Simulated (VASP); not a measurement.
# W3C in VASP: notebook

Runs on W3C. Level: PBE. Tasks: relaxation of the atoms.

Program: VASP 6.6.1. These are calculated values, not measurements. Logs are shortened: lines on timing, memory, paths and dates and some standing lists are left out, and cuts for length are marked.

## Step 1: The cell of the first run

The cell holds a slab with vacuum, 4 atoms: a = 2.855 Å, b = 2.855 Å, c = 20.197 Å, α = 90.00°, β = 90.00°, γ = 120.00°.

## Step 2: Relaxation of the atoms, PBE

The input, INCAR:

```
SYSTEM = W3C
ALGO = Normal
DIPOL = 0.5 0.5 0.365
EDIFF = 1E-6
EDIFFG = -0.025
ENCUT = 520
GGA = PE
IBRION = 2
IDIPOL = 3
ISIF = 2
ISMEAR = 0
LASPH = .True.
LCHARG = .False.
LDIPOL = .True.
LREAL = .False.
LWAVE = .False.
NELM = 80
NSW = 36
PREC = Accurate
SIGMA = 0.1
```

The input, KPOINTS:

```
k-points
0
Gamma
  9 9 1
  0 0 0
```

The input, POSCAR:

```
W3C
1.0
    2.8547213223      0.0000000000      0.0000000000
   -1.4273606611      2.4722611858      0.0000000000
    0.0000000000      0.0000000000     20.1973423164
W C
3 1
Selective dynamics
Direct
    0.6666666667      0.3333333333      0.1980458586  F F F
    0.3333333333      0.6666666667      0.3143385340  F F F
    0.0000000000      0.0000000000      0.4306181566  F F F
    0.3333333333      0.1666666667      0.5167681051  F F T
```

Potentials or basis: VASP PAW PBE potentials, release 64 (W_sv, C).

Command:

```bash
> cat potpaw_PBE.64/W_sv/POTCAR potpaw_PBE.64/C/POTCAR > POTCAR
> mpirun -np 1 vasp_std > vasp.out
```

OUTCAR:

```text
SYSTEM = W3C
   EDIFF = 1E-6
   EDIFFG = -0.025
   ENCUT = 520
   GGA = PE
   IBRION = 2
   ISIF = 2
   ISMEAR = 0
   LASPH = .True.
   LREAL = .False.
   NELM = 80
   NSW = 36
   PREC = Accurate

 ion  position               nearest neighbor table
   1  0.667  0.333  0.198-   2 2.87   2 2.87   2 2.87
   2  0.333  0.667  0.314-   3 2.87   3 2.87   3 2.87   1 2.87   1 2.87   1 2.87
   3  0.000  0.000  0.431-   4 1.93   2 2.87   2 2.87   2 2.87
   4  0.333  0.167  0.517-   3 1.93

  LATTYP: Found a hexagonal cell.
 ALAT       =     2.8547213223
 C/A-ratio  =     7.0750661925

  Lattice vectors:

 A1 = (   2.8547213223,   0.0000000000,   0.0000000000)
 A2 = (  -1.4273606611,   2.4722611858,   0.0000000000)
 A3 = (   0.0000000000,   0.0000000000,  20.1973423164)

Analysis of symmetry for initial positions (statically):
=====================================================================
 Subroutine PRICEL returns:
 Original cell was already a primitive cell.

 Routine SETGRP: Setting up the symmetry group for a
 hexagonal supercell.

 Subroutine GETGRP returns: Found  2 space group operations
 (whereof  2 operations were pure point group operations)
 out of a pool of 24 trial point group operations.

The static configuration has the point symmetry C_1h.

Analysis of symmetry for dynamics (positions and initial velocities):
=====================================================================
 Subroutine PRICEL returns:
 Original cell was already a primitive cell.

 Routine SETGRP: Setting up the symmetry group for a
 hexagonal supercell.

 Subroutine GETGRP returns: Found  2 space group operations
 (whereof  2 operations were pure point group operations)
 out of a pool of 24 trial point group operations.

The dynamic configuration has the point symmetry C_1h.

Analysis of constrained symmetry for selective dynamics:
=====================================================================
 Subroutine PRICEL returns:
 Original cell was already a primitive cell.

 Routine SETGRP: Setting up the symmetry group for a
 hexagonal supercell.

 Subroutine GETGRP returns: Found  2 space group operations
 (whereof  2 operations were pure point group operations)
 out of a pool of 24 trial point group operations.

The constrained configuration has the point symmetry C_1h.

[... 115 lines left out ...]
   EFERMI =   0.00;   METHOD = LEGACY
   ISMEAR =     0;   SIGMA  =   0.10  broadening in eV -4-tet -1-fermi 0-gaus
   EFERMI_NEDOS =   21; number of points for ismear=-14 and -15
   IALGO  =     38    algorithm
   IMIX   =      4    mixing-type and parameters
     AMIX     =   0.40;   BMIX     =  1.00
     AMIX_MAG =   1.60;   BMIX_MAG =  1.00
  volume/ion in A,a.u.               =      35.64       240.49
  Fermi-wavevector in a.u.,A,eV,Ry     =   1.122906  2.121984 17.155825  1.260918
  Thomas-Fermi vector in A             =   2.259569
   LORBIT       =      0    0 simple, 1 ext, 2 COOP (PROOUT), +10 PAW based schemes
   GGA     = PE    functional components
   LHFCALC =     F    Hartree Fock is set to
   AEXX    =    0.0000 exact exchange contribution
   IVDW    =     0    specifies the selected vdW correction
   LEPSILON=     F    determine dielectric tensor
   LRPA    =     F    only Hartree local field effects (RPA)
 conjugate gradient relaxation of ions
 non-spin polarized calculation
 Gauss-broadening in eV      SIGMA  =   0.10
  energy-cutoff  :      520.00
  volume of cell :      142.55
 maximum number of plane-waves:      3867
 NGX is ok and might be reduce to    24
   NGX = 11   NGY = 11   NGZ = 75

 dipolmoment           0.000000      0.000000     -0.379596 electrons x Angstroem

--------------------------------------- Ionic step        1  -------------------------------------------

 number of electron      46.0000000 magnetization

 Free energy of the ion-electron system (eV)
  ---------------------------------------------------
  ext. energy  EPLUGINS =         0.00000000
  ---------------------------------------------------
  free energy    TOTEN  =       -41.45401097 eV

  energy without entropy =      -41.43192559  energy(sigma->0) =      -41.44296828

------------------------ aborting loop because EDIFF is reached ----------------------------------------

  FORCE on cell =-STRESS in cart. coord.  units (eV):
  Direction    XX          YY          ZZ          XY          YZ          ZX
  --------------------------------------------------------------------------------------
  -------------------------------------------------------------------------------------
  Total       -3.8634274     -3.6640695     -1.8814779     -0.1726490      0.7970461      1.3805168
  in kB      -43.4241213    -41.1833799    -21.1474211     -1.9405389      8.9586327     15.5167225
  external PRESSURE =     -35.2516408 kB  Pullay stress =       0.0000000 kB
[... 63 lines left out ...]
--------------------------------------- Ionic step        3  -------------------------------------------

 number of electron      46.0000000 magnetization

 dipolmoment           0.000000      0.000000      0.072920 electrons x Angstroem

 Free energy of the ion-electron system (eV)
  ---------------------------------------------------
  ext. energy  EPLUGINS =         0.00000000
  ---------------------------------------------------
  free energy    TOTEN  =       -41.50941914 eV

  energy without entropy =      -41.48766792  energy(sigma->0) =      -41.49854353

 E-fermi :   0.2869     XC(G=0):  -6.2824

 val. band max:        0.2865812226   @ k =   0.2222  -0.0000   0.0000
 cond. band min:       0.2996871662   @ k =   0.0000   0.0000   0.0000
 fundamental gap:      0.0131059436
 Fermi energy:         0.2868910047

 k-point     1 :       0.0000    0.0000    0.0000
  band No.  band energies     occupation
      1     -73.4599      2.00000
      2     -73.4114      2.00000
      3     -73.2281      2.00000
      4     -38.0820      2.00000
      5     -37.6898      2.00000
      6     -37.3045      2.00000
[... 709 lines left out ...]
     26       2.3105      0.00000
     27       2.9063      0.00000

 [... further k-points ...]

------------------------ aborting loop because EDIFF is reached ----------------------------------------

 vacuum level on the upper side and lower side of the slab       (xc-potential included)         0.716        -1.093

  FORCE on cell =-STRESS in cart. coord.  units (eV):
  Direction    XX          YY          ZZ          XY          YZ          ZX
  --------------------------------------------------------------------------------------
  -------------------------------------------------------------------------------------
  Total       -2.8522498     -2.6444379      0.1998936     -0.1799704      1.3546435      2.3463060
  in kB      -32.0586956    -29.7229330      2.2467624     -2.0228297     15.2259120     26.3719924
  external PRESSURE =     -19.8449554 kB  Pullay stress =       0.0000000 kB
[... 19 lines left out ...]
  FREE ENERGIE OF THE ION-ELECTRON SYSTEM (eV)
  ---------------------------------------------------
  free  energy   TOTEN  =       -41.5094191426 eV

  energy  without entropy=      -41.4876679222  energy(sigma->0) =      -41.49854353

 reached required accuracy - stopping structural energy minimisation

 vacuum level on the upper side and lower side of the slab         7.138         5.261
```

OSZICAR:

```text
N       E                     dE             d eps       ncg     rms          rms(c)
DAV:   1     0.509628977132E+03    0.50963E+03   -0.28873E+04  1606   0.163E+03
DAV:   2    -0.230821016346E+02   -0.53271E+03   -0.52673E+03  1629   0.482E+02
DAV:   3    -0.438278006940E+02   -0.20746E+02   -0.19755E+02  1666   0.939E+01
[... 62 lines left out ...]
DAV:  12    -0.415094083796E+02   -0.17239E-05   -0.24354E-07   783   0.405E-03    0.412E-03
DAV:  13    -0.415094136150E+02   -0.52354E-05   -0.70568E-07   901   0.396E-03    0.312E-03
DAV:  14    -0.415094166732E+02   -0.30582E-05   -0.61643E-07   837   0.353E-03    0.164E-03
DAV:  15    -0.415094182290E+02   -0.15558E-05   -0.22393E-07   778   0.213E-03    0.868E-04
DAV:  16    -0.415094191426E+02   -0.91357E-06   -0.13036E-07   741   0.177E-03
   3 F= -.41509419E+02 E0= -.41498544E+02  d E =-.554082E-01
```

CONTCAR:

```text
W3C
   1.00000000000000
     2.8547213223000001    0.0000000000000000    0.0000000000000000
    -1.4273606611000000    2.4722611857999999    0.0000000000000000
     0.0000000000000000    0.0000000000000000   20.1973423164000003
  W               C
     3     1
Selective dynamics
Direct
     0.6666666667000030    0.3333333332999970    0.1980458585999969   F   F   F
     0.3333333332999970    0.6666666667000030    0.3143385340000009   F   F   F
     0.0000000000000000    0.0000000000000000    0.4306181565999978   F   F   F
     0.3333333332999970    0.1666666667000030    0.5124706876834567   F   F   T

  0.00000000E+00  0.00000000E+00  0.00000000E+00
  0.00000000E+00  0.00000000E+00  0.00000000E+00
  0.00000000E+00  0.00000000E+00  0.00000000E+00
  0.00000000E+00  0.00000000E+00  0.00000000E+00
```

Wall time 5.8 min (1 thread of Intel Xeon Platinum 8259CL at 2.50GHz (Skylake/Cascade Lake), shared host); peak memory 0.33 GiB.

What came out:

```
Free energy               : -41.5094 eV
Energy gained by relaxing : 13.9 meV/atom
Ionic steps               : 3
Band gap on the k mesh    : zero (bands 23 and 24 overlap by 0.78 eV)
```

Step by step:
```tsv
step	energy change (eV)	largest force on free atoms (eV/Å)	pressure (GPa)
1	0.0000	1.2017	-3.53
2	-0.0487	0.4467	-2.53
3	-0.0554	0.0161	-1.98
```

Final structure:
```
W C
1.0
     2.85472    0.00000    0.00000
    -1.42736    2.47226    0.00000
     0.00000    0.00000   20.19734
W C
3 1
Direct
  0.66667 0.33333 0.19805
  0.33333 0.66667 0.31434
  0.00000 0.00000 0.43062
  0.33333 0.16667 0.51247
```

Caveat: spin-orbit coupling is left out, which moves the levels of the heavy elements.

(Continued in part 2 of 2.)
